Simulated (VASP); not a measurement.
Set up this calculation in VASP 6.6.1, as the native input.

* Task: single point
* Functional: r2SCAN
* Potentials or basis: VASP PAW PBE potentials, release 64 (Pb_d, Te)
* Cutoff: 520 eV
* k mesh: 7 × 7 × 7
* Occupations: fermi-dirac, width 0.05 eV
* Spin: no spin polarisation
* Dipole correction: no
* Further INCAR settings: ALGO = Normal; EDIFF = 1e-06; NBANDS = 17

The system is TePb.

```
Pb Te
1.0
     0.00000    3.27352    3.27352
     3.27352    0.00000    3.27352
     3.27352    3.27352    0.00000
Pb Te
1 1
Direct
  0.00000 0.00000 0.00000
  0.50000 0.50000 0.50000
```

One way to write it, as run:

POSCAR

```
TePb
1.0
    0.0000000000      3.2735180337      3.2735180337
    3.2735180337      0.0000000000      3.2735180337
    3.2735180337      3.2735180337      0.0000000000
Pb Te
1 1
Direct
    0.0000000000      0.0000000000      0.0000000000
    0.5000000000      0.5000000000      0.5000000000
```

INCAR.step1

```
SYSTEM = TePb
PREC     = Accurate       ! precision mode
ENCUT    = 520            ! plane-wave cutoff, eV
ISMEAR   = -1             ! smearing method
SIGMA    = 0.05           ! smearing width, eV
LREAL    = .FALSE.        ! projectors in reciprocal space
LASPH    = .TRUE.         ! aspherical terms in the spheres
NELM     = 100            ! most SCF steps
NBANDS   = 17             ! bands
GGA      = PE             ! functional
ALGO     = Normal         ! electronic algorithm
EDIFF    = 1E-4           ! SCF threshold, eV
LWAVE    = .TRUE.         ! write WAVECAR
LCHARG   = .FALSE.        ! write CHGCAR
```

INCAR.step2

```
SYSTEM = TePb
PREC     = Accurate       ! precision mode
ENCUT    = 520            ! plane-wave cutoff, eV
EDIFF    = 1E-6           ! SCF threshold, eV
ISMEAR   = -1             ! smearing method
SIGMA    = 0.05           ! smearing width, eV
LREAL    = .FALSE.        ! projectors in reciprocal space
LASPH    = .TRUE.         ! aspherical terms in the spheres
NELM     = 100            ! most SCF steps
ALGO     = Normal         ! electronic algorithm
ISIF     = 2              ! what is computed and relaxed
LWAVE    = .FALSE.        ! write WAVECAR
LCHARG   = .FALSE.        ! write CHGCAR
METAGGA  = R2SCAN         ! meta-GGA
LMIXTAU  = .TRUE.       
NBANDS   = 17             ! bands
ISTART   = 1
```

KPOINTS

```
regular mesh
0
G
  7 7 7
  0 0 0
```

Potentials or basis: VASP PAW PBE potentials, release 64 (Pb_d, Te).

Run with:

```sh
$ cat potpaw_PBE.64/Pb_d/POTCAR potpaw_PBE.64/Te/POTCAR > POTCAR
$ cp INCAR.step1 INCAR
$ mpirun -np 1 vasp_std > vasp.out
$ cp INCAR.step2 INCAR
$ mpirun -np 1 vasp_std > vasp.out
```

It gave:

```yaml
Pressure: -0.3 GPa
```

Caveat: the PAW data sets were made with another functional, which shifts forces and pressure a little.

Wall time 3.4 min on 1 thread of Intel Xeon 8259CL, on a shared host, peak memory 0.2 GiB.
